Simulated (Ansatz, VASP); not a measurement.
# One calculation of Hf3ZrTe8, two programs

```
CELL_PARAMETERS angstrom
0.00000 -3.96916 0.00000
-9.94410 0.00000 0.00000
0.37504 0.00000 -9.94408
ATOMIC_POSITIONS crystal
Zr 0.50000 0.50000 0.50000
Hf 0.00000 0.25056 0.25075
Hf 0.50000 0.00000 0.00000
Hf 0.00000 0.74944 0.74925
Te 0.00000 0.20714 0.96019
Te 0.50000 0.95724 0.71020
Te 0.00000 0.70981 0.45990
Te 0.50000 0.45696 0.20830
Te 0.50000 0.54304 0.79170
Te 0.00000 0.29019 0.54010
Te 0.50000 0.04276 0.28980
Te 0.00000 0.79286 0.03981
```

Alike in both runs: task single point; functional PBE; k mesh 6 × 2 × 2; occupations gaussian, width 0.2 eV; no spin polarisation.

```csv
,VASP,Ansatz
version,VASP 6.6.1,Ansatz 0.2.0
potentials or method,"VASP PAW PBE potentials, release 64 (Zr_sv, Hf_pv, Te), cutoff 520 eV","scalar-relativistic, plane waves, PAW"
valence electrons in the cell,90,218
```

```tsv
	VASP	Ansatz	Ansatz less VASP
gap on the k mesh at the Fermi level (eV)	none	none	-
pressure (GPa)	-0.2	-0.1	+0.12
traceless stress, the component that is largest in VASP (GPa)	-0.31	-0.30	+0.009
rms of the force components (eV/Å)	0.008	0.009	+0.0008
```

Atom by atom the forces differ by 0.010 eV/Å (rms over components). A gap of «none» marks a metal or a gap that the smearing closes. VASP's potentials hold 90 valence electrons a cell and Ansatz's 218, so a difference there can come from the potentials and not from the codes.

Spin-orbit coupling is off throughout.
